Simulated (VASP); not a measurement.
# Al2Cu: single point with PBEsol+D3(BJ)

Crystal: Al2Cu.

```
CELL_PARAMETERS angstrom
4.03501 0.00000 0.00000
0.00000 4.03501 0.00000
0.00000 0.00000 2.81537
ATOMIC_POSITIONS crystal
Cu 0.00000 0.00000 0.00000
Al 0.00000 0.50000 0.50000
Al 0.50000 0.00000 0.50000
```

```yaml
Program: VASP 6.6.1
Task: single point
Functional: PBEsol
Dispersion: D3(BJ)
Potentials_or_basis: VASP PAW PBE potentials, release 64 (Cu, Al)
Cutoff: 520 eV
k_mesh: 7 × 7 × 9
Occupations: fermi-dirac, width 0.05 eV
Spin: no spin polarisation
```

| Property | Result |
| --- | --- |
| Pressure | 0.2 GPa |
| Dispersion energy per atom | -0.362 eV |

Levels at points of the mesh, in eV from the Fermi level:
| k point | band 5 | band 6 | band 7 | band 8 | band 9 | band 10 | band 11 | band 12 |
| --- | --- | --- | --- | --- | --- | --- | --- | --- |
| (0.00, 0.00, 0.00) | -4.27 | -4.27 | -2.56 | -2.56 | 0.03 | 0.80 | 6.35 | 6.35 |

It took 46 s on 1 thread of Intel(R) Xeon(R) Platinum 8175M CPU @ 2.50GHz (Skylake/Cascade Lake), with other jobs on the host, peak memory 0.18 GiB.

Caveat: the PAW data sets were made with another functional, which shifts forces and pressure a little; pairwise dispersion overbinds metals, which lowers pressure and volume.
